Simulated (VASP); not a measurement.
Wanted: the native input for a VASP 6.6.1 run.

* Task: single point
* Functional: r2SCAN50
* Potentials or basis: VASP PAW PBE potentials, release 64 (Fe)
* Cutoff: 520 eV
* k mesh: 7 × 7 × 7
* Occupations: fermi-dirac, width 0.05 eV
* Spin: collinear spin, ferromagnetic start
* Starting moments: [3.0] μB
* Dipole correction: no
* Grid for exact exchange (PRECFOCK): Normal
* Further INCAR settings: ALGO = Normal; EDIFF = 1e-06; NBANDS = 14

Crystal: Fe.

```
Fe
1.0
    -1.44300    1.44300    1.44300
     1.44300   -1.44300    1.44300
     1.44300    1.44300   -1.44300
Fe
1
Direct
  0.00000 0.00000 0.00000
```

The input as run:

POSCAR

```
Fe
1.0
   -1.4430000000      1.4430000000      1.4430000000
    1.4430000000     -1.4430000000      1.4430000000
    1.4430000000      1.4430000000     -1.4430000000
Fe
1
Direct
    0.0000000000      0.0000000000      0.0000000000
```

INCAR.step1

```
SYSTEM = Fe
ALGO     = Normal         ! electronic algorithm
EDIFF    = 1E-5           ! SCF threshold, eV
ENCUT    = 520            ! plane-wave cutoff, eV
GGA      = PE             ! functional
ISIF     = 2              ! what is computed and relaxed
ISMEAR   = -1             ! smearing method
ISPIN    = 2              ! spin polarisation
LASPH    = .True.         ! aspherical terms in the spheres
LMAXMIX  = 4              ! l up to which the mixer works
LORBIT   = 11             ! projections on sites
LREAL    = .False.        ! projectors in reciprocal space
LWAVE    = .True.         ! write WAVECAR
MAGMOM   = 3              ! initial moments
NBANDS   = 14             ! bands
NELM     = 150            ! most SCF steps
PREC     = Accurate       ! precision mode
SIGMA    = 0.05           ! smearing width, eV
```

INCAR.step2

```
SYSTEM = Fe
AEXX     = 0.5            ! exact-exchange fraction
ALGO     = Normal         ! electronic algorithm
EDIFF    = 1E-6           ! SCF threshold, eV
ENCUT    = 520            ! plane-wave cutoff, eV
ISIF     = 2              ! what is computed and relaxed
ISMEAR   = -1             ! smearing method
ISPIN    = 2              ! spin polarisation
ISTART   = 1            
LASPH    = .True.         ! aspherical terms in the spheres
LCHARG   = .True.         ! write CHGCAR
LELF     = .True.         ! ELF
LHFCALC  = .True.         ! exact exchange
LMAXMIX  = 4              ! l up to which the mixer works
LMIXTAU  = .True.       
LORBIT   = 11             ! projections on sites
LREAL    = .False.        ! projectors in reciprocal space
LVHAR    = .True.       
LWAVE    = .False.        ! write WAVECAR
MAGMOM   = 3              ! initial moments
METAGGA  = R2SCAN         ! meta-GGA
NBANDS   = 14             ! bands
NELM     = 150            ! most SCF steps
PREC     = Accurate       ! precision mode
PRECFOCK = Normal       
SIGMA    = 0.05           ! smearing width, eV
```

KPOINTS

```
k-points
0
Gamma
  7 7 7
  0 0 0
```

Potentials or basis: VASP PAW PBE potentials, release 64 (Fe).

Launch:

```console
$ cat potpaw_PBE.64/Fe/POTCAR > POTCAR
$ cp INCAR.step1 INCAR
$ mpirun -np 1 vasp_std > vasp.out
$ cp INCAR.step2 INCAR
$ mpirun -np 1 vasp_std > vasp.out
```

Results of the run:

| Item | Value |
| --- | --- |
| Pressure | 8.4 GPa |
| Net moment | 2.89 μB per cell |
| Site moments | Fe +3.02 μB |
| Valence electrons inside the program's atomic spheres | Fe 7.21 |

Caveat: the k points lie up to 0.44 Å⁻¹ apart; the PAW data sets were made with another functional, which shifts forces and pressure a little.

Run time: 11 min on 1 thread of Intel(R) Xeon(R) 6975P-C (Granite Rapids), with other jobs on the host, peak memory 0.14 GiB.
